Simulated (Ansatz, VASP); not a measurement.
One calculation of Ge, two programs

INCAR

```
PREC = Accurate
ENCUT = 520
EDIFF = 1E-6
ISMEAR = -1
SIGMA = 0.1
LREAL = F
LASPH = T
NELM = 60
ALGO = Normal
ISIF = 2
LWAVE = F
LCHARG = F
GGA = PS
NBANDS = 21
```

File KPOINTS:

```
regular mesh
0
Gamma
  6 6 6
```

Contents of POSCAR:

```
Ge
1.0
    0.0000000000      2.8538356015      2.8538356015
    2.8538356015      0.0000000000      2.8538356015
    2.8538356015      2.8538356015      0.0000000000
Ge
2
Direct
    0.0000000000      0.0000000000      0.0000000000
    0.2500000000      0.2500000000      0.2500000000
```

Input for Ansatz:

```yaml
crystal:
  lattice:
    - [0.0, 2.8538356015003945, 2.8538356015003945]
    - [2.8538356015003945, 0.0, 2.8538356015003945]
    - [2.8538356015003945, 2.8538356015003945, 0.0]
  atoms:
    - { symbol: Ge, position: [0.0, 0.0, 0.0] }
    - { symbol: Ge, position: [0.25, 0.25, 0.25] }
basis:
  ecutwfc: 500.0
kpoints:
  mp_grid:
    grid: [6, 6, 6]
hamiltonian:
  xc: pbesol
scf:
  convergence:
    dr2_threshold: 1.0e-10
  occupations:
    method: fermi_dirac
    width: 0.1
output:
  stress: true
```

Alike in both runs: task single point; functional PBEsol; k mesh 6 × 6 × 6; occupations fermi-dirac, width 0.1 eV; no spin polarisation.

|  | VASP | Ansatz |
| --- | --- | --- |
| version | VASP 6.6.1 | Ansatz 0.2.0 |
| potentials or method | VASP PAW PBE potentials, release 64 (Ge_d), cutoff 520 eV | plane waves, PAW |
| valence electrons in the cell | 28 | 28 |

Ansatz gave:

- pressure (GPa): -0.9

Q: What did VASP give for the same quantities?

A: Pressure (GPa): -1.0.

VASP's potentials were made for PBE, not for PBEsol.
